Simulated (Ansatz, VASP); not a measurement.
AlGa3N4: VASP beside Ansatz

```
Al Ga N
1.0
     4.29395    0.10336    0.10336
     0.10336    4.29395    0.10336
     0.10336    0.10336    4.29395
Al Ga N
1 3 4
Direct
  0.00000 0.00000 0.00000
  0.50000 0.50000 0.00000
  0.50000 0.00000 0.50000
  0.00000 0.50000 0.50000
  0.75481 0.75481 0.24519
  0.75481 0.24519 0.75481
  0.24519 0.75481 0.75481
  0.24519 0.24519 0.24519
```

Change from the starting cell: equal engineering shear yz, xz and xy +0.0467, equal normal strain along x, y and z -0.0300.

Alike in both runs: task single point; functional LDA; k mesh 6 × 6 × 6; occupations gaussian, width 0.05 eV; no spin polarisation.

|  | VASP | Ansatz |
| --- | --- | --- |
| version | VASP 6.6.1 | Ansatz 0.2.0 |
| potentials or method | VASP PAW LDA potentials, release 64 (Al, Ga_d, N), cutoff 520 eV | scalar-relativistic, plane waves, PAW |
| valence electrons in the cell | 62 | 62 |

|  | VASP | Ansatz | Ansatz less VASP |
| --- | --- | --- | --- |
| gap on the k mesh at the Fermi level (eV) | 2.91 | 2.91 | -0.004 |
| least direct gap on the mesh (eV) | 2.91 | 2.91 | -0.004 |
| pressure (GPa) | 26.4 | 24.9 | -1.45 |
| traceless stress, the component that is largest in VASP (GPa) | -12.69 | -12.50 | +0.191 |
| rms of the force components (eV/Å) | 0.599 | 0.577 | -0.0223 |

Ansatz warns that its potentials were made for another functional, while VASP's fit it. LDA's correlation is that of Perdew and Zunger in VASP and of Perdew and Wang (1992) in Ansatz. Atom by atom the forces differ by 0.025 eV/Å (rms over components).
